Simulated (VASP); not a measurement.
# Hf (I4_1/amd) in VASP: relaxation of cell and atoms with PBE

Aim: the relaxation of cell and atoms of Hf with PBE.

Everything below comes from runs of VASP 6.6.1. Logs are shortened: lines on timing, memory, paths and dates and some standing lists are left out, and cuts for length are marked.

## Step 1: The cell of the first run

The structure is tetragonal, space group I4_1/amd (No. 141). The conventional cell has a = 5.343 Å, b = 5.343 Å, c = 2.939 Å, α = 90.00°, β = 90.00°, γ = 90.00°. Hf (site symmetry -4m2) has 10 Hf at 2.77 to 3.46 Å within 3.7 Å.

## Step 2: Relaxation of cell and atoms, PBE, target pressure 12 GPa, at which the enthalpy is minimised

File INCAR:

```
ALGO = Normal
EDIFF = 1E-6
EDIFFG = -0.005
ENCUT = 600
GGA = PE
IBRION = 2
ISIF = 3
ISMEAR = -1
LASPH = True
LCHARG = False
LREAL = False
LWAVE = False
NELM = 60
NSW = 60
PREC = Accurate
PSTRESS = 120.0
SIGMA = 0.08
```

File KPOINTS:

```
k-points
0
Gamma
  15 15 15
```

File POSCAR:

```
Hf
1.0
   -2.6716704952      2.6716704952      1.4694187724
    2.6716704952     -2.6716704952      1.4694187724
    2.6716704952      2.6716704952     -1.4694187724
Hf
2
Direct
   -0.3750000000     -0.1250000000     -0.2500000000
    0.3750000000      0.1250000000      0.2500000000
```

Potentials or basis: VASP PAW PBE potentials, release 64 (Hf_pv).

Started as:

```console
cat potpaw_PBE.64/Hf_pv/POTCAR > POTCAR
mpirun -np 1 vasp_std > vasp.out
```

OUTCAR:

```text
EDIFF = 1E-6
   EDIFFG = -0.005
   ENCUT = 600
   GGA = PE
   IBRION = 2
   ISIF = 3
   ISMEAR = -1
   LASPH = True
   LREAL = False
   NELM = 60
   NSW = 60
   PREC = Accurate
   PSTRESS = 120.0

 ion  position               nearest neighbor table
   1  0.625  0.875  0.750-   2 2.77   2 2.77   2 2.77   2 2.77   2 3.46   2 3.46   2 3.46   2 3.46

   2  0.375  0.125  0.250-   1 2.77   1 2.77   1 2.77   1 2.77   1 3.46   1 3.46   1 3.46   1 3.46

  LATTYP: Found a body centered tetragonal cell.
 ALAT       =     5.3433409904
 C/A-ratio  =     0.5500000000

  Lattice vectors:

 A1 = (  -2.6716704952,   2.6716704952,   1.4694187724)
 A2 = (   2.6716704952,  -2.6716704952,   1.4694187724)
 A3 = (   2.6716704952,   2.6716704952,  -1.4694187724)

Analysis of symmetry for initial positions (statically):
=====================================================================
 Subroutine PRICEL returns:
 Original cell was already a primitive cell.

 Routine SETGRP: Setting up the symmetry group for a
 body centered tetragonal supercell.

 Subroutine GETGRP returns: Found 16 space group operations
 (whereof  4 operations were pure point group operations)
 out of a pool of 16 trial point group operations.

The static configuration has the point symmetry C_2h.
 The point group associated with its full space group is D_4h.

Analysis of symmetry for dynamics (positions and initial velocities):
=====================================================================
 Subroutine PRICEL returns:
 Original cell was already a primitive cell.

 Routine SETGRP: Setting up the symmetry group for a
 body centered tetragonal supercell.

 Subroutine GETGRP returns: Found 16 space group operations
 (whereof  4 operations were pure point group operations)
 out of a pool of 16 trial point group operations.

The dynamic configuration has the point symmetry C_2h.
 The point group associated with its full space group is D_4h.

 Subroutine INISYM returns: Found 16 space group operations
 (whereof  4 operations are pure point group operations),
 and found     1 'primitive' translations

----------------------------------------------------------------------------------------

                                     Primitive cell

  volume of cell :      41.9538

  direct lattice vectors                    reciprocal lattice vectors
    -2.671670495  2.671670495  1.469418772     0.000000000  0.187148827  0.340270595
     2.671670495 -2.671670495  1.469418772     0.187148827  0.000000000  0.340270595
     2.671670495  2.671670495 -1.469418772     0.187148827  0.187148827  0.000000000

  length of vectors
     4.053990380  4.053990380  4.053990380     0.388341037  0.388341037  0.264668410

  position of ions in fractional coordinates (direct lattice)
     0.625000000  0.875000000  0.750000000
     0.375000000  0.125000000  0.250000000

  ion indices of the primitive-cell ions
   primitive index   ion index
                 1           1
                 2           2

----------------------------------------------------------------------------------------

 KPOINTS: k-points

Automatic generation of k-mesh.
 Grid dimensions read from file:
 generate k-points for:   15   15   15

 Generating k-lattice:

  Cartesian coordinates                     Fractional coordinates (reciprocal lattice)
     0.000000000  0.012476588  0.022684706     0.066666667  0.000000000  0.000000000
     0.012476588  0.000000000  0.022684706     0.000000000  0.066666667  0.000000000
     0.012476588  0.012476588  0.000000000     0.000000000  0.000000000  0.066666667

  Length of vectors
     0.025889402  0.025889402  0.017644561

  Shift w.r.t. Gamma in fractional coordinates (k-lattice)
     0.000000000  0.000000000  0.000000000

 Subroutine IBZKPT returns following result:
 ===========================================

 Found    288 irreducible k-points:

 Following reciprocal coordinates:
            Coordinates               Weight
  0.000000  0.000000  0.000000      1.000000
  0.066667 -0.000000  0.000000      8.000000
  0.133333  0.000000 -0.000000      8.000000
  0.200000  0.000000 -0.000000      8.000000
  0.266667  0.000000 -0.000000      8.000000
  0.333333  0.000000 -0.000000      8.000000
[... 16 lines left out ...]
  0.133333  0.133333  0.000000      8.000000
  0.200000  0.133333  0.000000     16.000000
 [... further k-points ...]
   k-points           NKPTS =    288   k-points in BZ     NKDIM =    288   number of bands    NBANDS=     14
   number of dos      NEDOS =    301   number of ions     NIONS =      2
   total plane-waves  NPLWV =  32768
   dimension x,y,z NGX =    32 NGY =   32 NGZ =   32
   dimension x,y,z NGXF=    64 NGYF=   64 NGZF=   64
   ions per type =               2
   NGX,Y,Z   is equivalent  to a cutoff of  13.12, 13.12, 13.12 a.u.
   NGXF,Y,Z  is equivalent  to a cutoff of  26.25, 26.25, 26.25 a.u.
 SYSTEM =  unknown system
   PREC   = accura    normal or accurate (medium, high low for compatibility)
   ISTART =      0    job   : 0-new  1-cont  2-samecut
   ICHARG =      2    charge: 1-file 2-atom 10-const
   ISPIN  =      1    spin polarized calculation?
   LNONCOLLINEAR =      F non collinear calculations
   LSORBIT =      F    spin-orbit coupling
   LASPH  =      T    aspherical Exc in radial PAW
   ENCUT  =  600.0 eV  44.10 Ry    6.64 a.u.   8.10  8.10  8.10*2*pi/ulx,y,z
   NELM   =     60;   NELMIN=  2; NELMDL= -5     # of ELM steps
   EDIFF  = 0.1E-05   stopping-criterion for ELM
   LREAL  =      F    real-space projection
   EDIFFG = -.5E-02   stopping-criterion for IOM
   NSW    =     60    number of steps for IOM
   IBRION =      2    ionic relax: 0-MD 1-quasi-New 2-CG
   NFREE  =      1    steps in history (QN), initial steepest desc. (CG)
   ISIF   =      3    stress and relaxation
   ISYM   =      2    0-nonsym 1-usesym 2-fastsym
   POTIM  = 0.5000    time-step for ionic-motion
   TEBEG  =    0.0;   TEEND  =   0.0 temperature during run
   PSTRESS=  120.0 pullay stress
   NELECT =      20.0000    total number of electrons
   NUPDOWN=      -1.0000    fix difference up-down
   EMIN   =  10.00;   EMAX   =-10.00  energy-range for DOS
   EFERMI =   0.00;   METHOD = LEGACY
   ISMEAR =    -1;   SIGMA  =   0.08  broadening in eV -4-tet -1-fermi 0-gaus
   EFERMI_NEDOS =   21; number of points for ismear=-14 and -15
   IALGO  =     38    algorithm
   IMIX   =      4    mixing-type and parameters
     AMIX     =   0.40;   BMIX     =  1.00
     AMIX_MAG =   1.60;   BMIX_MAG =  1.00
  volume/ion in A,a.u.               =      20.98       141.56
  Fermi-wavevector in a.u.,A,eV,Ry     =   1.278874  2.416721 22.252578  1.635518
  Thomas-Fermi vector in A             =   2.411392
   LORBIT       =      0    0 simple, 1 ext, 2 COOP (PROOUT), +10 PAW based schemes
   GGA     = PE    functional components
   LHFCALC =     F    Hartree Fock is set to
   AEXX    =    0.0000 exact exchange contribution
   IVDW    =     0    specifies the selected vdW correction
   LEPSILON=     F    determine dielectric tensor
   LRPA    =     F    only Hartree local field effects (RPA)
 conjugate gradient relaxation of ions
 non-spin polarized calculation
  energy-cutoff  :      600.00
  volume of cell :       41.95
 maximum number of plane-waves:      1422
   NGX = 17   NGY = 17   NGZ = 17

--------------------------------------- Ionic step        1  -------------------------------------------

 number of electron      19.9999999 magnetization

 Free energy of the ion-electron system (eV)
  ---------------------------------------------------
  ext. energy  EPLUGINS =         0.00000000
  ---------------------------------------------------
  free energy    TOTEN  =       -18.41620751 eV

  energy without entropy =      -18.36750297  energy(sigma->0) =      -18.39185524

------------------------ aborting loop because EDIFF is reached ----------------------------------------

  FORCE on cell =-STRESS in cart. coord.  units (eV):
  Direction    XX          YY          ZZ          XY          YZ          ZX
  --------------------------------------------------------------------------------------
  -------------------------------------------------------------------------------------
  Total        2.8777381      2.8777381      2.4990368      0.0000000      0.0000000      0.0000000
  in kB      109.8981756    109.8981756     95.4359223      0.0000000      0.0000000      0.0000000
  external PRESSURE =     -14.9225755 kB  Pullay stress =     120.0000000 kB
[... 137 lines left out ...]
  enthalpy is  TOTEN    =       -15.2772729883 eV   P V=        3.1064273795

--------------------------------------- Ionic step        5  -------------------------------------------

 number of electron      19.9999999 magnetization

 Free energy of the ion-electron system (eV)
  ---------------------------------------------------
  ext. energy  EPLUGINS =         0.00000000
  ---------------------------------------------------
  free energy    TOTEN  =       -18.38406893 eV

  energy without entropy =      -18.33512876  energy(sigma->0) =      -18.35959884

 E-fermi :   4.9830     XC(G=0): -11.5880

 val. band max:        4.9823013787   @ k =  -0.3333   0.2000  -0.0000
 cond. band min:       4.9847390737   @ k =  -0.2667  -0.4000   0.2667
 fundamental gap:      0.0024376950
 Fermi energy:         4.9829999340

 k-point     1 :       0.0000    0.0000    0.0000
  band No.  band energies     occupation
      1     -25.7214      2.00000
      2     -25.7214      2.00000
      3     -24.5398      2.00000
      4     -24.5225      2.00000
      5     -24.5214      2.00000
      6     -24.5214      2.00000
      7      -2.0587      2.00000
      8       1.5528      2.00000
      9       3.7957      2.00000
     10       3.9190      2.00000
     11       5.2182      0.10044
     12       9.1329      0.00000
     13       9.1329      0.00000
     14       9.2732      0.00000
[... 375 lines left out ...]
 k-point    24 :       0.2000    0.1333    0.0000
  band No.  band energies     occupation
      1     -25.6203      2.00000
      2     -25.5636      2.00000
      3     -25.2361      2.00000
      4     -25.1920      2.00000
      5     -24.5838      2.00000
      6     -24.5212      2.00000
      7       0.8230      2.00000
      8       2.7310      2.00000
      9       3.8397      2.00000
     10       4.2778      1.99970
     11       5.2240      0.09370
     12       6.8875      0.00000
     13       7.4160      0.00000
     14       8.6590      0.00000

 [... further k-points ...]

------------------------ aborting loop because EDIFF is reached ----------------------------------------

  FORCE on cell =-STRESS in cart. coord.  units (eV):
  Direction    XX          YY          ZZ          XY          YZ          ZX
  --------------------------------------------------------------------------------------
  -------------------------------------------------------------------------------------
  Total        3.1083913      3.1083913      3.1012883      0.0000000      0.0000000      0.0000000
  in kB      120.0617461    120.0617461    119.7873898      0.0000000      0.0000000      0.0000000
  external PRESSURE =      -0.0297060 kB  Pullay stress =     120.0000000 kB
[... 17 lines left out ...]
  FREE ENERGIE OF THE ION-ELECTRON SYSTEM (eV)
  ---------------------------------------------------
  free  energy   TOTEN  =       -18.3840689255 eV

  energy  without entropy=      -18.3351287630  energy(sigma->0) =      -18.35959884

  enthalpy is  TOTEN    =       -15.2772761807 eV   P V=        3.1067927448

 reached required accuracy - stopping structural energy minimisation
```

Run time: 8.3 min. Hardware: 1 thread of Intel Xeon 8259CL, shared host; peak memory 0.33 GiB.

Results:

```
Free energy                                            : -18.3841 eV
Relaxed volume                                         : 20.74 Å³/atom
Relaxed cell                                           : a = 4.046 Å, b = 4.046 Å, c = 4.046 Å, α = 97.44°, β = 97.44°, γ = 137.83°
Space group after relaxing (to 0.05 Å)                 : I4_1/amd (No. 141)
Energy change on relaxing (the enthalpy is what falls) : +16.1 meV/atom
Ionic steps                                            : 5
Pressure after relaxing                                : 12.0 GPa
Band gap on the k mesh                                 : zero (band 10 reaches 5.32 eV, above the bottom of band 11 at 4.51 eV)
```

The path:
```
step  energy change (eV)  largest force (eV/Å)  pressure (GPa)  volume (Å³)
   1              0.0000                0.0000           10.51        41.95
   2              0.0896                0.0000           14.24        40.78
   3              0.0368                0.0000           12.13        41.42
   4              0.0325                0.0000           12.00        41.48
   5              0.0321                0.0000           12.00        41.48
```

Final structure:
```
CELL_PARAMETERS angstrom
-2.66929 2.66929 1.45542
2.66929 -2.66929 1.45542
2.66929 2.66929 -1.45542
ATOMIC_POSITIONS crystal
Hf 0.62500 0.87500 0.75000
Hf 0.37500 0.12500 0.25000
```

Levels at points of the mesh, in eV from the Fermi level:
```tsv
k point	band 7	band 8	band 9	band 10	band 11	band 12	band 13	band 14
(0.00, 0.00, 0.00)	-7.04	-3.43	-1.19	-1.06	0.24	4.15	4.15	4.29
```

Caveat: the cell is relaxed towards a set pressure, so the enthalpy falls and the energy may rise; spin-orbit coupling is left out, which moves the levels of the heavy elements.
